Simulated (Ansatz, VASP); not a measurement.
**Si2Mo: VASP beside Ansatz**

INCAR

```
PREC     = Accurate       # precision mode
ENCUT    = 520            # plane-wave cutoff, eV
EDIFF    = 1E-7           # SCF threshold, eV
ISMEAR   = 1              # smearing method
SIGMA    = 0.1            # smearing width, eV
LREAL    = Auto         
LASPH    = True           # aspherical terms in the spheres
NELM     = 60             # most SCF steps
ALGO     = Normal         # electronic algorithm
ISIF     = 2              # what is computed and relaxed
LWAVE    = False          # write WAVECAR
LCHARG   = False          # write CHGCAR
GGA      = PE             # functional
NBANDS   = 156            # bands
```

The input KPOINTS:

```
Automatic mesh
0
Gamma
  3 3 2
```

POSCAR

```
Si2Mo
1.0
   -3.2169367639      3.2169367639      7.8733419758
    3.2169367639     -3.2169367639      7.8733419758
    4.8254051458      4.8254051458    -11.8100129636
Si Mo
24 12
Direct
    0.3324631408      0.3324631408      0.0000000000
    0.1675368592      0.1675368592      0.0000000000
    0.3324631408      0.3324631408      0.3333333333
    0.1675368592      0.1675368592      0.3333333333
    0.3324631408      0.3324631408      0.6666666667
    0.1675368592      0.1675368592      0.6666666667
    0.3324631408      0.8324631408      0.0000000000
    0.1675368592      0.6675368592      0.0000000000
    0.3324631408      0.8324631408      0.3333333333
    0.1675368592      0.6675368592      0.3333333333
    0.3324631408      0.8324631408      0.6666666667
    0.1675368592      0.6675368592      0.6666666667
    0.8324631408      0.3324631408      0.0000000000
    0.6675368592      0.1675368592      0.0000000000
    0.8324631408      0.3324631408      0.3333333333
    0.6675368592      0.1675368592      0.3333333333
    0.8324631408      0.3324631408      0.6666666667
    0.6675368592      0.1675368592      0.6666666667
    0.8324631408      0.8324631408      0.0000000000
    0.6675368592      0.6675368592      0.0000000000
    0.8324631408      0.8324631408      0.3333333333
    0.6675368592      0.6675368592      0.3333333333
    0.8324631408      0.8324631408      0.6666666667
    0.6675368592      0.6675368592      0.6666666667
    0.0000000000      0.0000000000      0.0000000000
    0.0000000000      0.0000000000      0.3333333333
    0.0000000000      0.0000000000      0.6666666667
    0.0000000000      0.5000000000      0.0000000000
    0.0000000000      0.5000000000      0.3333333333
    0.0000000000      0.5000000000      0.6666666667
    0.5000000000      0.0000000000      0.0000000000
    0.5000000000      0.0000000000      0.3333333333
    0.5000000000      0.0000000000      0.6666666667
    0.5000000000      0.5000000000      0.0000000000
    0.5000000000      0.5000000000      0.3333333333
    0.5000000000      0.5000000000      0.6666666667
```

Input for Ansatz:

```yaml
crystal:
  lattice:
    - [-3.2169367621, 3.2169367621, 7.8733419947]
    - [3.2169367621, -3.2169367621, 7.8733419947]
    - [4.8254051432, 4.8254051432, -11.8100129921]
  atoms:
    - { symbol: Si, position: [0.3324631407, 0.3324631407, 0.0] }
    - { symbol: Si, position: [0.1675368593, 0.1675368593, 0.0] }
    - { symbol: Mo, position: [0.0, 0.0, 0.0] }
    - { symbol: Si, position: [0.3324631407, 0.3324631407, 0.3333333333] }
    - { symbol: Si, position: [0.1675368593, 0.1675368593, 0.3333333333] }
    - { symbol: Mo, position: [0.0, 0.0, 0.3333333333] }
    - { symbol: Si, position: [0.3324631407, 0.3324631407, 0.6666666667] }
    - { symbol: Si, position: [0.1675368593, 0.1675368593, 0.6666666667] }
    - { symbol: Mo, position: [0.0, 0.0, 0.6666666667] }
    - { symbol: Si, position: [0.3324631407, 0.8324631407, 0.0] }
    - { symbol: Si, position: [0.1675368593, 0.6675368593, 0.0] }
    - { symbol: Mo, position: [0.0, 0.5, 0.0] }
    - { symbol: Si, position: [0.3324631407, 0.8324631407, 0.3333333333] }
    - { symbol: Si, position: [0.1675368593, 0.6675368593, 0.3333333333] }
    - { symbol: Mo, position: [0.0, 0.5, 0.3333333333] }
    - { symbol: Si, position: [0.3324631407, 0.8324631407, 0.6666666667] }
    - { symbol: Si, position: [0.1675368593, 0.6675368593, 0.6666666667] }
    - { symbol: Mo, position: [0.0, 0.5, 0.6666666667] }
    - { symbol: Si, position: [0.8324631407, 0.3324631407, 0.0] }
    - { symbol: Si, position: [0.6675368593, 0.1675368593, 0.0] }
    - { symbol: Mo, position: [0.5, 0.0, 0.0] }
    - { symbol: Si, position: [0.8324631407, 0.3324631407, 0.3333333333] }
    - { symbol: Si, position: [0.6675368593, 0.1675368593, 0.3333333333] }
    - { symbol: Mo, position: [0.5, 0.0, 0.3333333333] }
    - { symbol: Si, position: [0.8324631407, 0.3324631407, 0.6666666667] }
    - { symbol: Si, position: [0.6675368593, 0.1675368593, 0.6666666667] }
    - { symbol: Mo, position: [0.5, 0.0, 0.6666666667] }
    - { symbol: Si, position: [0.8324631407, 0.8324631407, 0.0] }
    - { symbol: Si, position: [0.6675368593, 0.6675368593, 0.0] }
    - { symbol: Mo, position: [0.5, 0.5, 0.0] }
    - { symbol: Si, position: [0.8324631407, 0.8324631407, 0.3333333333] }
    - { symbol: Si, position: [0.6675368593, 0.6675368593, 0.3333333333] }
    - { symbol: Mo, position: [0.5, 0.5, 0.3333333333] }
    - { symbol: Si, position: [0.8324631407, 0.8324631407, 0.6666666667] }
    - { symbol: Si, position: [0.6675368593, 0.6675368593, 0.6666666667] }
    - { symbol: Mo, position: [0.5, 0.5, 0.6666666667] }
basis:
  ecutwfc: 420
  xc_grid: 2
hamiltonian:
  xc: pbe
  pseudopotentials: { kind: paw, azcp: { folder: soft_1 } }
kpoints:
  mp_grid: { grid: [3, 3, 2] }
scf:
  occupations: { method: methfessel_paxton, width: 0.1 }
  max_iter: 120
output:
  forces: true
```

Alike in both runs: task single point; functional PBE; k mesh 3 × 3 × 2; occupations methfessel-paxton of order 1, width 0.1 eV; no spin polarisation.

|  | VASP | Ansatz |
| --- | --- | --- |
| version | VASP 6.6.1 | Ansatz 0.2.0 |
| potentials or method | VASP PAW PBE potentials, release 64 (Si, Mo_sv), cutoff 520 eV | plane-wave PAW DFT |
| valence electrons in the cell | 264 | 264 |

```csv
,VASP,Ansatz,Ansatz less VASP
rms of the force components (eV/Å),0.019,0.017,-0.0015
```

The k mesh is coarse, so the values compare programs but aren't converged.
